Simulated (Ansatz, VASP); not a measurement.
Two plane-wave programs on C

```
CELL_PARAMETERS angstrom
1.25975 0.72731 10.36682
-1.25975 0.72731 10.36682
0.00000 -1.45463 10.36682
ATOMIC_POSITIONS crystal
C 0.02483 0.02483 0.02483
C 0.97517 0.97517 0.97517
C 0.10868 0.10868 0.10868
C 0.89132 0.89132 0.89132
C 0.15837 0.15837 0.15837
C 0.84163 0.84163 0.84163
C 0.37486 0.37486 0.37486
C 0.62514 0.62514 0.62514
C 0.42532 0.42532 0.42532
C 0.57468 0.57468 0.57468
```

Alike in both runs: functional PBE; k mesh 12 × 12 × 12; occupations gaussian, width 0.02 eV; no spin polarisation.

Ansatz relaxed the structure, and its values are those at the end. VASP's run is a single point on that final structure, the one shown.

|  | VASP | Ansatz |
| --- | --- | --- |
| version | VASP 6.6.1 | Ansatz 0.2.0 |
| potentials or method | VASP PAW PBE potentials, release 64 (C), cutoff 520 eV | scalar-relativistic, plane waves, PAW |
| valence electrons in the cell | 40 | 40 |

Ansatz gave:

```
gap on the k mesh at the Fermi level (eV) : 4.49
least direct gap on the mesh (eV)         : 5.35
pressure (GPa)                            : 0.0
```

Problem. Estimate VASP's values.

Solution. gap on the k mesh at the Fermi level (eV): 4.48; least direct gap on the mesh (eV): 5.34; pressure (GPa): 0.7.
